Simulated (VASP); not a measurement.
# CdSe (Pnma) in VASP: relaxation of cell and atoms with PBE

Aim: the relaxation of cell and atoms of CdSe with PBE.

All numbers are computed with VASP 6.6.1; they aren't measurements. Logs are shortened: lines on timing, memory, paths and dates and some standing lists are left out, and cuts for length are marked.

### Step 1. The cell of the first run

Symmetry: Pnma, No. 62, orthorhombic system. Conventional cell: a = 7.216 Å, b = 4.408 Å, c = 7.410 Å, α = 90.00°, β = 90.00°, γ = 90.00°. Within 3.4 Å of Cd (site symmetry m) lie 4 Se at 2.58 Å. Within 3.4 Å of Se (site symmetry m) lie 4 Cd at 2.58 Å.

The cell was generated, and may not be a known phase.

### Step 2. Relaxation of cell and atoms, PBE

Contents of INCAR:

```
PREC = Accurate ; ENCUT = 600
EDIFF = 1E-7 ; ISMEAR = 0
SIGMA = 0.1 ; LREAL = F
LASPH = T ; NELM = 80
ALGO = Normal ; ISIF = 3
LWAVE = F ; LCHARG = F
GGA = PE ; IBRION = 2
NSW = 90 ; EDIFFG = -0.04
```

Contents of KPOINTS:

```
Automatic mesh
0
Gamma
  4 4 4
```

Contents of POSCAR:

```
CdSe
1.0
    7.2162488500      0.0000000000      0.0000000000
    0.0000000000      4.4082228700      0.0000000000
    0.0000000000      0.0000000000      7.4097616800
Cd Se
4 4
Direct
    0.8210678200      0.7500000000      0.4095370000
    0.6789321800      0.2500000000      0.9095370000
    0.3210678200      0.7500000000      0.0904630000
    0.1789321800      0.2500000000      0.5904630000
    0.8210678200      0.2500000000      0.5904630000
    0.6789321800      0.7500000000      0.0904630000
    0.3210678200      0.2500000000      0.9095370000
    0.1789321800      0.7500000000      0.4095370000
```

Potentials or basis: VASP PAW PBE potentials, release 64 (Cd, Se).

Command:

```
cat potpaw_PBE.64/Cd/POTCAR potpaw_PBE.64/Se/POTCAR > POTCAR
mpirun -np 1 vasp_std > vasp.out
```

OUTCAR:

```text
PREC = Accurate
   ENCUT = 600
   EDIFF = 1E-7
   ISMEAR = 0
   LREAL = F
   LASPH = T
   NELM = 80
   ISIF = 3
   GGA = PE
   IBRION = 2
   NSW = 90
   EDIFFG = -0.04

 ion  position               nearest neighbor table
   1  0.821  0.750  0.410-   6 2.58   5 2.58   5 2.58   8 2.58   4 3.65   4 3.65
   2  0.679  0.250  0.910-   5 2.58   6 2.58   6 2.58   7 2.58   3 3.65   3 3.65
   3  0.321  0.750  0.090-   8 2.58   7 2.58   7 2.58   6 2.58   2 3.65   2 3.65
   4  0.179  0.250  0.590-   7 2.58   8 2.58   8 2.58   5 2.58   1 3.65   1 3.65
   5  0.821  0.250  0.590-   2 2.58   1 2.58   1 2.58   4 2.58
   6  0.679  0.750  0.090-   1 2.58   2 2.58   2 2.58   3 2.58
   7  0.321  0.250  0.910-   4 2.58   3 2.58   3 2.58   2 2.58
   8  0.179  0.750  0.410-   3 2.58   4 2.58   4 2.58   1 2.58

  LATTYP: Found a simple orthorhombic cell.
 ALAT       =     4.4082228700
 B/A-ratio  =     1.6369972805
 C/A-ratio  =     1.6808954308

  Lattice vectors:

 A1 = (   0.0000000000,  -4.4082228700,   0.0000000000)
 A2 = (   7.2162488500,   0.0000000000,   0.0000000000)
 A3 = (   0.0000000000,   0.0000000000,   7.4097616800)

Analysis of symmetry for initial positions (statically):
=====================================================================
 Subroutine PRICEL returns:
 Original cell was already a primitive cell.

 Routine SETGRP: Setting up the symmetry group for a
 simple orthorhombic supercell.

 Subroutine GETGRP returns: Found  8 space group operations
 (whereof  2 operations were pure point group operations)
 out of a pool of  8 trial point group operations.

The static configuration has the point symmetry S_2 .
 The point group associated with its full space group is D_2h.

Analysis of symmetry for dynamics (positions and initial velocities):
=====================================================================
 Subroutine PRICEL returns:
 Original cell was already a primitive cell.

 Routine SETGRP: Setting up the symmetry group for a
 simple orthorhombic supercell.

 Subroutine GETGRP returns: Found  8 space group operations
 (whereof  2 operations were pure point group operations)
 out of a pool of  8 trial point group operations.

The dynamic configuration has the point symmetry S_2 .
 The point group associated with its full space group is D_2h.

 Subroutine INISYM returns: Found  8 space group operations
 (whereof  2 operations are pure point group operations),
 and found     1 'primitive' translations

----------------------------------------------------------------------------------------

                                     Primitive cell

  volume of cell :     235.7107

  direct lattice vectors                    reciprocal lattice vectors
     7.216248850  0.000000000  0.000000000     0.138576152  0.000000000  0.000000000
     0.000000000  4.408222870  0.000000000     0.000000000  0.226848785  0.000000000
     0.000000000  0.000000000  7.409761680     0.000000000  0.000000000  0.134957107

  length of vectors
     7.216248850  4.408222870  7.409761680     0.138576152  0.226848785  0.134957107

  position of ions in fractional coordinates (direct lattice)
     0.821067820  0.750000000  0.409537000
     0.678932180  0.250000000  0.909537000
     0.321067820  0.750000000  0.090463000
     0.178932180  0.250000000  0.590463000
     0.821067820  0.250000000  0.590463000
     0.678932180  0.750000000  0.090463000
     0.321067820  0.250000000  0.909537000
     0.178932180  0.750000000  0.409537000

  ion indices of the primitive-cell ions
   primitive index   ion index
                 1           1
                 2           2
                 3           3
                 4           4
                 5           5
                 6           6
                 7           7
                 8           8

----------------------------------------------------------------------------------------

 KPOINTS: Automatic mesh

Automatic generation of k-mesh.
 Grid dimensions read from file:
 generate k-points for:    4    4    4

 Generating k-lattice:

  Cartesian coordinates                     Fractional coordinates (reciprocal lattice)
     0.034644038  0.000000000  0.000000000     0.250000000  0.000000000  0.000000000
     0.000000000  0.056712196  0.000000000     0.000000000  0.250000000  0.000000000
     0.000000000  0.000000000  0.033739277     0.000000000  0.000000000  0.250000000

  Length of vectors
     0.034644038  0.056712196  0.033739277

  Shift w.r.t. Gamma in fractional coordinates (k-lattice)
     0.000000000  0.000000000  0.000000000

 Subroutine IBZKPT returns following result:
 ===========================================

 Found     27 irreducible k-points:

 Following reciprocal coordinates:
            Coordinates               Weight
  0.000000  0.000000  0.000000      1.000000
  0.250000  0.000000  0.000000      2.000000
  0.500000  0.000000  0.000000      1.000000
  0.000000  0.250000  0.000000      2.000000
  0.250000  0.250000  0.000000      4.000000
  0.500000  0.250000  0.000000      2.000000
[... 16 lines left out ...]
  0.250000  0.250000  0.500000      4.000000
  0.500000  0.250000  0.500000      2.000000
 [... further k-points ...]
   k-points           NKPTS =     27   k-points in BZ     NKDIM =     27   number of bands    NBANDS=     43
   number of dos      NEDOS =    301   number of ions     NIONS =      8
   total plane-waves  NPLWV = 129600
   dimension x,y,z NGX =    60 NGY =   36 NGZ =   60
   dimension x,y,z NGXF=   120 NGYF=   72 NGZF=  120
   ions per type =               4   4
   NGX,Y,Z   is equivalent  to a cutoff of  13.82, 13.58, 13.46 a.u.
   NGXF,Y,Z  is equivalent  to a cutoff of  27.65, 27.15, 26.92 a.u.
 SYSTEM =  unknown system
   PREC   = accura    normal or accurate (medium, high low for compatibility)
   ISTART =      0    job   : 0-new  1-cont  2-samecut
   ICHARG =      2    charge: 1-file 2-atom 10-const
   ISPIN  =      1    spin polarized calculation?
   LNONCOLLINEAR =      F non collinear calculations
   LSORBIT =      F    spin-orbit coupling
   LASPH  =      T    aspherical Exc in radial PAW
   ENCUT  =  600.0 eV  44.10 Ry    6.64 a.u.  14.41  8.80 14.80*2*pi/ulx,y,z
   NELM   =     80;   NELMIN=  2; NELMDL= -5     # of ELM steps
   EDIFF  = 0.1E-06   stopping-criterion for ELM
   LREAL  =      F    real-space projection
   EDIFFG = -.4E-01   stopping-criterion for IOM
   NSW    =     90    number of steps for IOM
   IBRION =      2    ionic relax: 0-MD 1-quasi-New 2-CG
   NFREE  =      1    steps in history (QN), initial steepest desc. (CG)
   ISIF   =      3    stress and relaxation
   ISYM   =      2    0-nonsym 1-usesym 2-fastsym
   POTIM  = 0.5000    time-step for ionic-motion
   TEBEG  =    0.0;   TEEND  =   0.0 temperature during run
   PSTRESS=    0.0 pullay stress
   NELECT =      72.0000    total number of electrons
   NUPDOWN=      -1.0000    fix difference up-down
   EMIN   =  10.00;   EMAX   =-10.00  energy-range for DOS
   EFERMI =   0.00;   METHOD = LEGACY
   ISMEAR =     0;   SIGMA  =   0.10  broadening in eV -4-tet -1-fermi 0-gaus
   EFERMI_NEDOS =   21; number of points for ismear=-14 and -15
   IALGO  =     38    algorithm
   IMIX   =      4    mixing-type and parameters
     AMIX     =   0.40;   BMIX     =  1.00
     AMIX_MAG =   1.60;   BMIX_MAG =  1.00
  volume/ion in A,a.u.               =      29.46       198.83
  Fermi-wavevector in a.u.,A,eV,Ry     =   1.102535  2.083490 16.539031  1.215584
  Thomas-Fermi vector in A             =   2.238980
   LORBIT       =      0    0 simple, 1 ext, 2 COOP (PROOUT), +10 PAW based schemes
   GGA     = PE    functional components
   LHFCALC =     F    Hartree Fock is set to
   AEXX    =    0.0000 exact exchange contribution
   IVDW    =     0    specifies the selected vdW correction
   LEPSILON=     F    determine dielectric tensor
   LRPA    =     F    only Hartree local field effects (RPA)
 conjugate gradient relaxation of ions
 non-spin polarized calculation
 Gauss-broadening in eV      SIGMA  =   0.10
  energy-cutoff  :      600.00
  volume of cell :      235.71
 maximum number of plane-waves:      7924
 NGX is ok and might be reduce to    60
   NGX = 29   NGY = 17   NGZ = 29

--------------------------------------- Ionic step        1  -------------------------------------------

 number of electron      72.0000022 magnetization

 Free energy of the ion-electron system (eV)
  ---------------------------------------------------
  ext. energy  EPLUGINS =         0.00000000
  ---------------------------------------------------
  free energy    TOTEN  =       -20.48668171 eV

  energy without entropy =      -20.48668171  energy(sigma->0) =      -20.48668171

------------------------ aborting loop because EDIFF is reached ----------------------------------------

  FORCE on cell =-STRESS in cart. coord.  units (eV):
  Direction    XX          YY          ZZ          XY          YZ          ZX
  --------------------------------------------------------------------------------------
  -------------------------------------------------------------------------------------
  Total       13.3270943     11.2716362      7.7895157      0.0000000      0.0000000      0.0000000
  in kB       90.5871856     76.6157858     52.9470481      0.0000000      0.0000000      0.0000000
  external PRESSURE =      73.3833399 kB  Pullay stress =       0.0000000 kB
[... 107 lines left out ...]
  FREE ENERGIE OF THE ION-ELECTRON SYSTEM (eV)
  ---------------------------------------------------
  free  energy   TOTEN  =       -21.2762522160 eV

  energy  without entropy=      -21.2762522110  energy(sigma->0) =      -21.27625221

 E-fermi :  -0.0029     XC(G=0):  -7.8349

 val. band max:       -0.3798582981   @ k =   0.0000   0.0000   0.0000
 cond. band min:       0.3741671182   @ k =   0.0000   0.0000   0.0000
 fundamental gap:      0.7540254163
 Fermi energy:        -0.0029038394

 k-point     1 :       0.0000    0.0000    0.0000
  band No.  band energies     occupation
      1     -12.4568      2.00000
      2     -12.1719      2.00000
      3     -12.1332      2.00000
      4     -12.0257      2.00000
      5      -8.1157      2.00000
      6      -8.0654      2.00000
[... 1093 lines left out ...]
     42       4.1193      0.00000
     43       5.1084      0.00000

 [... further k-points ...]

[... ionic steps 4 to 11 ...]

--------------------------------------- Ionic step       12  -------------------------------------------

 number of electron      71.9999986 magnetization

------------------------ aborting loop because EDIFF is reached ----------------------------------------

  FORCE on cell =-STRESS in cart. coord.  units (eV):
  Direction    XX          YY          ZZ          XY          YZ          ZX
  --------------------------------------------------------------------------------------
  -------------------------------------------------------------------------------------
  Total        0.1788486     -0.2361241     -0.4165401     -0.0000000      0.0000000      0.0000000
  in kB        1.0495688     -1.3856885     -2.4444552     -0.0000000      0.0000000      0.0000000
  external PRESSURE =      -0.9268583 kB  Pullay stress =       0.0000000 kB
[... 69 lines left out ...]
  energy  without entropy=      -21.3520788650  energy(sigma->0) =      -21.35207887

--------------------------------------- Ionic step       14  -------------------------------------------

 number of electron      71.9999988 magnetization

 Free energy of the ion-electron system (eV)
  ---------------------------------------------------
  ext. energy  EPLUGINS =         0.00000000
  ---------------------------------------------------
  free energy    TOTEN  =       -21.35364010 eV

  energy without entropy =      -21.35364009  energy(sigma->0) =      -21.35364009

 E-fermi :   0.0392     XC(G=0):  -7.8466

 val. band max:       -0.3471251102   @ k =   0.0000   0.0000   0.0000
 cond. band min:       0.4246691071   @ k =   0.0000   0.0000   0.0000
 fundamental gap:      0.7717942173
 Fermi energy:         0.0391697753

 k-point     1 :       0.0000    0.0000    0.0000
  band No.  band energies     occupation
      1     -12.4601      2.00000
      2     -12.1720      2.00000
      3     -12.1325      2.00000
      4     -12.0254      2.00000
      5      -8.1058      2.00000
      6      -8.0533      2.00000
[... 1093 lines left out ...]
     42       4.1779      0.00000
     43       5.1668      0.00000

 [... further k-points ...]

------------------------ aborting loop because EDIFF is reached ----------------------------------------

  FORCE on cell =-STRESS in cart. coord.  units (eV):
  Direction    XX          YY          ZZ          XY          YZ          ZX
  --------------------------------------------------------------------------------------
  -------------------------------------------------------------------------------------
  Total        0.2952127      0.0918688     -0.1335303      0.0000000      0.0000000      0.0000000
  in kB        1.7360604      0.5402541     -0.7852529      0.0000000      0.0000000      0.0000000
  external PRESSURE =       0.4970205 kB  Pullay stress =       0.0000000 kB
[... 23 lines left out ...]
  FREE ENERGIE OF THE ION-ELECTRON SYSTEM (eV)
  ---------------------------------------------------
  free  energy   TOTEN  =       -21.3536400953 eV

  energy  without entropy=      -21.3536400946  energy(sigma->0) =      -21.35364009

 reached required accuracy - stopping structural energy minimisation
```

Wall time 79 min (1 thread of Oxide Virtual Turin-like, shared host); peak memory 0.5 GiB.

Results:

```
Free energy                           : -21.3536 eV
Relaxed volume                        : 34.06 Å³/atom
Relaxed cell                          : a = 7.897 Å, b = 4.527 Å, c = 7.622 Å, α = 90.00°, β = 90.00°, γ = 90.00°
Space group after relaxing (to 0.1 Å) : Pnma (No. 62)
Energy gained by relaxing             : 108.4 meV/atom
Ionic steps                           : 14
Pressure after relaxing               : 0.0 GPa
Largest force after relaxing          : 0.037 eV/Å
Band gap on the k mesh                : 0.77 eV
```

Forces on the atoms (eV/Å):
```
Cd  -0.005  0.000 -0.037
Cd   0.005  0.000 -0.037
Cd  -0.005  0.000  0.037
Cd   0.005  0.000  0.037
Se   0.015  0.000 -0.020
Se  -0.015  0.000 -0.020
Se   0.015  0.000  0.020
Se  -0.015  0.000  0.020
```

The path:
```csv
step,energy change (eV),largest force (eV/Å),pressure (GPa),volume (Å³)
1,0.0000,1.2143,7.34,235.71
2,-0.6547,0.3728,-2.04,284.74
3,-0.7896,0.1729,0.05,267.83
4,-0.7894,0.1835,-0.05,268.50
5,-0.8023,0.1660,-0.07,268.99
6,-0.8095,0.1759,-0.07,269.66
7,-0.8212,0.1638,0.04,269.33
8,-0.8399,0.1571,0.37,268.30
9,-0.8484,0.1329,0.23,269.44
10,-0.8617,0.0699,-0.15,272.88
11,-0.8622,0.0641,-0.23,273.63
12,-0.8648,0.0301,-0.09,273.01
13,-0.8654,0.0474,0.00,272.59
14,-0.8670,0.0375,0.05,272.45
```

Final structure:
```xyz
8
Lattice="7.8966 0.0000 0.0000 0.0000 4.5265 0.0000 0.0000 0.0000 7.6221" Properties=species:S:1:pos:R:3 pbc="T T T"
Cd    6.6127    3.3949    3.0966
Cd    5.2323    1.1316    6.9076
Cd    2.6643    3.3949    0.7144
Cd    1.2840    1.1316    4.5255
Se    6.4246    1.1316    4.5516
Se    5.4204    3.3949    0.7406
Se    2.4762    1.1316    6.8815
Se    1.4721    3.3949    3.0705
```

Levels at points of the mesh, in eV from the valence-band top:
```tsv
k point	band 34	band 35	band 36	band 37	band 38	band 39
(0.00, 0.00, 0.00)	-0.13	-0.10	0.00	0.77	2.34	3.08
(0.50, 0.00, 0.00)	-0.40	-0.19	-0.19	2.01	2.01	3.26
(0.00, 0.50, 0.00)	-1.24	-0.50	-0.50	3.64	3.64	3.76
(0.50, 0.50, 0.00)	-0.78	-0.78	-0.78	4.07	4.07	4.07
(0.00, 0.00, 0.50)	-0.55	-0.42	-0.42	2.80	2.80	3.09
(0.50, 0.00, 0.50)	-0.45	-0.31	-0.31	2.82	2.82	2.89
(0.00, 0.50, 0.50)	-0.77	-0.32	-0.32	2.97	2.97	3.21
(0.50, 0.50, 0.50)	-0.91	-0.91	-0.91	3.18	3.18	3.18
```

Caveat: the volume moved by over 15 % at a fixed basis, so the end points are rough; semilocal functionals underestimate gaps, and a narrow one can read as zero.
